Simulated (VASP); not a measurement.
# Au (Fm-3m) in VASP: a series of runs

Runs on Au. Level: PBEsol. Tasks: single point.

Program: VASP 6.6.1. These are calculated values, not measurements. Logs are shortened: lines on timing, memory, paths and dates and some standing lists are left out, and cuts for length are marked.

### 1 The cell of the first run

It takes space group Fm-3m (No. 225, cubic). Conventional cell: a = 3.964 Å, b = 3.964 Å, c = 3.964 Å, α = 90.00°, β = 90.00°, γ = 90.00°. Within 3.7 Å of Au (site symmetry m-3m) lie 12 Au at 2.80 Å.

### 2 Single point, PBEsol

INCAR

```
  PREC = Accurate
  ENCUT = 520
  EDIFF = 1E-6
  ISMEAR = -1
  SIGMA = 0.05
  LREAL = False
  LASPH = True
  NELM = 80
  ALGO = Normal
  ISIF = 2
  LWAVE = False
  LCHARG = False
  GGA = PS
  NBANDS = 12
```

KPOINTS

```
Automatic mesh
0
Gamma
  11 11 11
```

POSCAR

```
Au
1.0
    0.0000000000      1.9817527078      1.9817527078
    1.9817527078      0.0000000000      1.9817527078
    1.9817527078      1.9817527078      0.0000000000
Au
1
Direct
    0.0000000000      0.0000000000      0.0000000000
```

Potentials or basis: VASP PAW PBE potentials, release 64 (Au).

Launch:

```
cat potpaw_PBE.64/Au/POTCAR > POTCAR
mpirun -np 1 vasp_std > vasp.out
```

OUTCAR:

```text
PREC = Accurate
   ENCUT = 520
   EDIFF = 1E-6
   ISMEAR = -1
   LREAL = False
   LASPH = True
   NELM = 80
   ISIF = 2
   GGA = PS

 ion  position               nearest neighbor table
   1  0.000  0.000  0.000-

  LATTYP: Found a face centered cubic cell.
 ALAT       =     3.9635054156

  Lattice vectors:

 A1 = (   0.0000000000,   1.9817527078,   1.9817527078)
 A2 = (   1.9817527078,   0.0000000000,   1.9817527078)
 A3 = (   1.9817527078,   1.9817527078,   0.0000000000)

Analysis of symmetry for initial positions (statically):
=====================================================================
 Subroutine PRICEL returns:
 Original cell was already a primitive cell.

 Routine SETGRP: Setting up the symmetry group for a
 face centered cubic supercell.

 Subroutine GETGRP returns: Found 48 space group operations
[... 9 lines left out ...]

 Routine SETGRP: Setting up the symmetry group for a
 face centered cubic supercell.

 Subroutine GETGRP returns: Found 48 space group operations
[... 11 lines left out ...]
                                     Primitive cell

  volume of cell :      15.5660

  direct lattice vectors                    reciprocal lattice vectors
     0.000000000  1.981752708  1.981752708    -0.252301913  0.252301913  0.252301913
     1.981752708  0.000000000  1.981752708     0.252301913 -0.252301913  0.252301913
     1.981752708  1.981752708  0.000000000     0.252301913  0.252301913 -0.252301913

  length of vectors
     2.802621557  2.802621557  2.802621557     0.436999733  0.436999733  0.436999733

  position of ions in fractional coordinates (direct lattice)
     0.000000000  0.000000000  0.000000000

  ion indices of the primitive-cell ions
   primitive index   ion index
                 1           1

----------------------------------------------------------------------------------------

 KPOINTS: Automatic mesh

Automatic generation of k-mesh.
 Grid dimensions read from file:
 generate k-points for:   11   11   11

 Generating k-lattice:

  Cartesian coordinates                     Fractional coordinates (reciprocal lattice)
    -0.022936538  0.022936538  0.022936538     0.090909091  0.000000000  0.000000000
     0.022936538 -0.022936538  0.022936538     0.000000000  0.090909091  0.000000000
     0.022936538  0.022936538 -0.022936538     0.000000000  0.000000000  0.090909091

  Length of vectors
     0.039727248  0.039727248  0.039727248

  Shift w.r.t. Gamma in fractional coordinates (k-lattice)
     0.000000000  0.000000000  0.000000000

 Subroutine IBZKPT returns following result:
 ===========================================

 Found     56 irreducible k-points:

 Following reciprocal coordinates:
            Coordinates               Weight
  0.000000  0.000000  0.000000      1.000000
  0.090909  0.000000  0.000000      8.000000
  0.181818  0.000000  0.000000      8.000000
  0.272727  0.000000  0.000000      8.000000
  0.363636  0.000000  0.000000      8.000000
  0.454545  0.000000  0.000000      8.000000
[... 16 lines left out ...]
 -0.272727  0.181818  0.000000     24.000000
 -0.181818  0.181818  0.000000     12.000000
 [... further k-points ...]
   k-points           NKPTS =     56   k-points in BZ     NKDIM =     56   number of bands    NBANDS=     12
   number of dos      NEDOS =    301   number of ions     NIONS =      1
   total plane-waves  NPLWV =  13824
   dimension x,y,z NGX =    24 NGY =   24 NGZ =   24
   dimension x,y,z NGXF=    48 NGYF=   48 NGZF=   48
   ions per type =               1
   NGX,Y,Z   is equivalent  to a cutoff of  14.24, 14.24, 14.24 a.u.
   NGXF,Y,Z  is equivalent  to a cutoff of  28.47, 28.47, 28.47 a.u.
 SYSTEM =  unknown system
   PREC   = accura    normal or accurate (medium, high low for compatibility)
   ISTART =      0    job   : 0-new  1-cont  2-samecut
   ICHARG =      2    charge: 1-file 2-atom 10-const
   ISPIN  =      1    spin polarized calculation?
   LNONCOLLINEAR =      F non collinear calculations
   LSORBIT =      F    spin-orbit coupling
   LASPH  =      T    aspherical Exc in radial PAW
   ENCUT  =  520.0 eV  38.22 Ry    6.18 a.u.   5.21  5.21  5.21*2*pi/ulx,y,z
   NELM   =     80;   NELMIN=  2; NELMDL= -5     # of ELM steps
   EDIFF  = 0.1E-05   stopping-criterion for ELM
   LREAL  =      F    real-space projection
   EDIFFG = 0.1E-04   stopping-criterion for IOM
   NSW    =      0    number of steps for IOM
   IBRION =     -1    ionic relax: 0-MD 1-quasi-New 2-CG
   NFREE  =      0    steps in history (QN), initial steepest desc. (CG)
   ISIF   =      2    stress and relaxation
   ISYM   =      2    0-nonsym 1-usesym 2-fastsym
   POTIM  = 0.5000    time-step for ionic-motion
   TEBEG  =    0.0;   TEEND  =   0.0 temperature during run
   PSTRESS=    0.0 pullay stress
   NELECT =      11.0000    total number of electrons
   NUPDOWN=      -1.0000    fix difference up-down
   EMIN   =  10.00;   EMAX   =-10.00  energy-range for DOS
[... 5 lines left out ...]
     AMIX     =   0.40;   BMIX     =  1.00
     AMIX_MAG =   1.60;   BMIX_MAG =  1.00
  volume/ion in A,a.u.               =      15.57       105.04
  Fermi-wavevector in a.u.,A,eV,Ry     =   1.458186  2.755572 28.930156  2.126307
  Thomas-Fermi vector in A             =   2.574900
   LORBIT       =      0    0 simple, 1 ext, 2 COOP (PROOUT), +10 PAW based schemes
   GGA     = PS    functional components
   LHFCALC =     F    Hartree Fock is set to
   AEXX    =    0.0000 exact exchange contribution
   IVDW    =     0    specifies the selected vdW correction
   LEPSILON=     F    determine dielectric tensor
   LRPA    =     F    only Hartree local field effects (RPA)
 non-spin polarized calculation
  energy-cutoff  :      520.00
  volume of cell :       15.57
 maximum number of plane-waves:       431
 NGX is ok and might be reduce to    24
   NGX = 11   NGY = 11   NGZ = 11

 number of electron      11.0000001 magnetization

 Free energy of the ion-electron system (eV)
  ---------------------------------------------------
  ext. energy  EPLUGINS =         0.00000000
  ---------------------------------------------------
  free energy    TOTEN  =        -3.85270350 eV

  energy without entropy =       -3.84998470  energy(sigma->0) =       -3.85134410

 E-fermi :  10.8159     XC(G=0): -13.4264

 val. band max:       10.7594884644   @ k =   0.4545   0.2727   0.0000
 cond. band min:      10.8572018013   @ k =  -0.4545   0.0909   0.0000
 fundamental gap:      0.0977133369
 Fermi energy:        10.8158989124

 k-point     1 :       0.0000    0.0000    0.0000
  band No.  band energies     occupation
      1      -0.0558      2.00000
      2       5.6692      2.00000
      3       5.6692      2.00000
      4       5.6692      2.00000
      5       7.4606      2.00000
      6       7.4606      2.00000
      7      25.2054      0.00000
      8      29.7227      0.00000
      9      29.7227      0.00000
     10      29.7227      0.00000
     11      34.8938      0.00000
     12      40.6660      0.00000

 k-point     2 :       0.0909    0.0000    0.0000
  band No.  band energies     occupation
      1       0.2551      2.00000
      2       5.5596      2.00000
      3       5.7790      2.00000
      4       5.7790      2.00000
      5       7.4103      2.00000
      6       7.4103      2.00000
      7      25.6077      0.00000
      8      28.0963      0.00000
      9      30.1417      0.00000
     10      30.1417      0.00000
     11      36.0629      0.00000
     12      38.3002      0.00000

 k-point     3 :       0.1818    0.0000    0.0000
  band No.  band energies     occupation
      1       1.1041      2.00000
      2       5.3758      2.00000
      3       5.9775      2.00000
      4       5.9775      2.00000
      5       7.4075      2.00000
      6       7.4075      2.00000
      7      25.0701      0.00000
      8      26.5296      0.00000
      9      31.2303      0.00000
     10      31.2303      0.00000
     11      33.8533      0.00000
     12      36.2343      0.00000

 k-point     4 :       0.2727    0.0000    0.0000
  band No.  band energies     occupation
      1       2.1093      2.00000
      2       5.6121      2.00000
      3       5.9615      2.00000
      4       5.9615      2.00000
      5       7.7660      2.00000
      6       7.7660      2.00000
      7      21.7116      0.00000
      8      26.3393      0.00000
      9      31.7393      0.00000
     10      31.7393      0.00000
     11      33.5285      0.00000
     12      34.5334      0.00000

 k-point     5 :       0.3636    0.0000    0.0000
  band No.  band energies     occupation
      1       2.5964      2.00000
      2       5.7768      2.00000
      3       5.7768      2.00000
      4       6.9650      2.00000
      5       8.3668      2.00000
      6       8.3668      2.00000
      7      18.0866      0.00000
      8      25.3694      0.00000
      9      30.0443      0.00000
     10      30.0443      0.00000
     11      35.7042      0.00000
     12      35.7576      0.00000

 k-point     6 :       0.4545    0.0000    0.0000
  band No.  band energies     occupation
      1       2.6546      2.00000
      2       5.6388      2.00000
      3       5.6388      2.00000
      4       8.8084      2.00000
      5       8.8084      2.00000
      6       8.9493      2.00000
      7      15.0355      0.00000
      8      24.7471      0.00000
      9      28.7964      0.00000
     10      28.7964      0.00000
     11      37.0000      0.00000
     12      37.0000      0.00000

 k-point     7 :       0.0909    0.0909    0.0000
  band No.  band energies     occupation
      1       0.3600      2.00000
      2       5.4363      2.00000
      3       5.8684      2.00000
      4       5.8684      2.00000
      5       7.2090      2.00000
      6       7.5593      2.00000
      7      25.7712      0.00000
      8      28.6479      0.00000
      9      29.5861      0.00000
     10      29.5861      0.00000
     11      37.2411      0.00000
     12      37.8978      0.00000

 k-point     8 :       0.1818    0.0909    0.0000
  band No.  band energies     occupation
      1       1.0400      2.00000
      2       5.1961      2.00000
      3       6.0833      2.00000
      4       6.1025      2.00000
      5       7.0339      2.00000
      6       7.6633      2.00000
      7      26.1814      0.00000
      8      26.7465      0.00000
      9      29.5660      0.00000
     10      30.5313      0.00000
     11      34.5961      0.00000
     12      36.3599      0.00000
[... 166 lines left out ...]
 k-point    20 :       0.4545    0.1818    0.0000
  band No.  band energies     occupation
      1       3.3911      2.00000
      2       5.1221      2.00000
      3       5.8185      2.00000
      4       6.4931      2.00000
      5       8.9252      2.00000
      6      10.5234      1.99425
      7      17.1993      0.00000
      8      25.2001      0.00000
      9      26.2749      0.00000
     10      27.8739      0.00000
     11      36.8230      0.00000
     12      37.1696      0.00000

 k-point    21 :      -0.4545    0.1818    0.0000
  band No.  band energies     occupation
      1       3.4539      2.00000
      2       5.0836      2.00000
      3       6.3439      2.00000
      4       6.4393      2.00000
      5       8.8059      2.00000
      6      12.7065      0.00000
      7      14.3852      0.00000
      8      24.1592      0.00000
      9      26.9693      0.00000
     10      27.0437      0.00000
     11      37.1197      0.00000
     12      37.2987      0.00000

 k-point    22 :      -0.3636    0.1818    0.0000
  band No.  band energies     occupation
      1       3.5489      2.00000
      2       5.1873      2.00000
      3       6.2544      2.00000
      4       6.3204      2.00000
      5       8.2273      2.00000
      6      11.4286      0.00001
      7      16.4615      0.00000
      8      23.6104      0.00000
      9      26.8977      0.00000
     10      28.7391      0.00000
     11      35.1199      0.00000
     12      37.3122      0.00000

 k-point    23 :      -0.2727    0.1818    0.0000
  band No.  band energies     occupation
      1       3.4991      2.00000
      2       5.2031      2.00000
      3       5.6085      2.00000
      4       6.4509      2.00000
      5       7.4341      2.00000
      6       9.9846      2.00000
      7      19.8304      0.00000
      8      23.8230      0.00000
      9      27.5236      0.00000
     10      31.3124      0.00000
     11      32.4718      0.00000
     12      37.4084      0.00000

 k-point    24 :      -0.1818    0.1818    0.0000
  band No.  band energies     occupation
      1       2.7230      2.00000
      2       4.9381      2.00000
      3       5.8774      2.00000
      4       6.6814      2.00000
      5       6.7275      2.00000
      6       8.8401      2.00000
      7      22.7746      0.00000
      8      24.9893      0.00000
      9      28.9157      0.00000
     10      30.3360      0.00000
     11      33.8422      0.00000
     12      36.7520      0.00000

 [... further k-points ...]

------------------------ aborting loop because EDIFF is reached ----------------------------------------

  FORCE on cell =-STRESS in cart. coord.  units (eV):
  Direction    XX          YY          ZZ          XY          YZ          ZX
  --------------------------------------------------------------------------------------
  -------------------------------------------------------------------------------------
  Total        1.9117874      1.9117874      1.9117874      0.0000000      0.0000000     -0.0000000
  in kB      196.7758484    196.7758484    196.7758484      0.0000000      0.0000000     -0.0000000
  external PRESSURE =     196.7758484 kB  Pullay stress =       0.0000000 kB

 VOLUME and BASIS-vectors are now :
 -----------------------------------------------------------------------------
  energy-cutoff  :      520.00
  volume of cell :       15.57
      direct lattice vectors                 reciprocal lattice vectors
     0.000000000  1.981752708  1.981752708    -0.252301913  0.252301913  0.252301913
     1.981752708  0.000000000  1.981752708     0.252301913 -0.252301913  0.252301913
     1.981752708  1.981752708  0.000000000     0.252301913  0.252301913 -0.252301913

 POSITION                                       TOTAL-FORCE (eV/Angst)
 -----------------------------------------------------------------------------------
      0.00000      0.00000      0.00000         0.000000      0.000000     -0.000000
 -----------------------------------------------------------------------------------
    total drift:                                0.000000     -0.000000     -0.000000

  FREE ENERGIE OF THE ION-ELECTRON SYSTEM (eV)
  ---------------------------------------------------
  free  energy   TOTEN  =        -3.8527034958 eV

  energy  without entropy=       -3.8499847044  energy(sigma->0) =       -3.85134410
```

It took 4.6 s on 1 thread of Intel Xeon 6975P-C, shared host; peak memory 0.14 GiB.

Results:

```
Free energy : -3.8527 eV
Pressure    : 19.7 GPa
```

Levels at points of the mesh, in eV from the Fermi level:
```
           k point  band 4  band 5  band 6  band 7  band 8  band 9
(0.00, 0.00, 0.00)   -5.15   -3.36   -3.36   14.39   18.91   18.91
```

Caveat: the PAW data sets were made with another functional, which shifts forces and pressure a little; spin-orbit coupling is left out, which moves the levels of the heavy elements.

### 3 Single point, PBEsol

This run uses another cell than the first one, of 15.06 Å³/atom, 0.968 times its volume.

INCAR

```
PREC = Accurate
ENCUT = 520
EDIFF = 1E-6
ISMEAR = -1
SIGMA = 0.05
LREAL = False
LASPH = True
NELM = 100
ALGO = Normal
ISIF = 2
LWAVE = False
LCHARG = False
GGA = PS
NBANDS = 12
```

KPOINTS

```
regular mesh
0
Gamma
  11 11 11
```

POSCAR

```
Au
1.0
    0.0000000000      1.9601734325      1.9601734325
    1.9601734325      0.0000000000      1.9601734325
    1.9601734325      1.9601734325      0.0000000000
Au
1
Direct
    0.0000000000      0.0000000000      0.0000000000
```

Potentials or basis: VASP PAW PBE potentials, release 64 (Au).

Launch:

```
cat potpaw_PBE.64/Au/POTCAR > POTCAR
mpirun -np 1 vasp_std > vasp.out
```

Run time: 4 s. Hardware: 1 thread of Intel Xeon 6975P-C, shared host; peak memory 0.15 GiB.

The run converged. Its results:

| Item | Value |
| --- | --- |
| Free energy | -3.7752 eV |
| Pressure | 29.7 GPa |

Levels at points of the mesh, in eV from the Fermi level:
| k point | band 4 | band 5 | band 6 | band 7 | band 8 | band 9 |
| --- | --- | --- | --- | --- | --- | --- |
| (0.00, 0.00, 0.00) | -5.34 | -3.44 | -3.44 | 14.32 | 19.03 | 19.03 |

Caveat: the PAW data sets were made with another functional, which shifts forces and pressure a little; spin-orbit coupling is left out, which moves the levels of the heavy elements.

### 4 Single point, PBEsol

This run uses another cell than the first one, of 17.01 Å³/atom, 1.093 times its volume.

INCAR

```
SYSTEM = Au
ALGO = Normal
EDIFF = 1E-6
ENCUT = 520
GGA = PS
ISIF = 2
ISMEAR = -1
LASPH = .TRUE.
LCHARG = .FALSE.
LREAL = .FALSE.
LWAVE = .FALSE.
NBANDS = 12
NELM = 100
PREC = Accurate
SIGMA = 0.05
```

KPOINTS

```
k-points
0
G
  11 11 11
  0 0 0
```

POSCAR

```
Au
1.0
    0.0000000000      2.0412444162      2.0412444162
    2.0412444162      0.0000000000      2.0412444162
    2.0412444162      2.0412444162      0.0000000000
Au
1
Direct
    0.0000000000      0.0000000000      0.0000000000
```

Launch:

```
cat potpaw_PBE.64/Au/POTCAR > POTCAR
mpirun -np 1 vasp_std > vasp.out
```

Wall time 4.3 s (1 thread of Intel Xeon 6975P-C, shared host); peak memory 0.14 GiB.

It converged, with:

```yaml
Free_energy: -3.9330 eV
Pressure: -0.3 GPa
```

Levels at points of the mesh, in eV from the Fermi level:
```csv
k point,band 2,band 3,band 4,band 5,band 6,band 7,band 8,band 9,band 10,band 11
"(0.00, 0.00, 0.00)",-4.70,-4.70,-4.70,-3.16,-3.16,14.49,18.49,18.49,18.49,23.36
```

Caveat: the PAW data sets were made with another functional, which shifts forces and pressure a little; spin-orbit coupling is left out, which moves the levels of the heavy elements.

(Continued in part 2 of 2.)
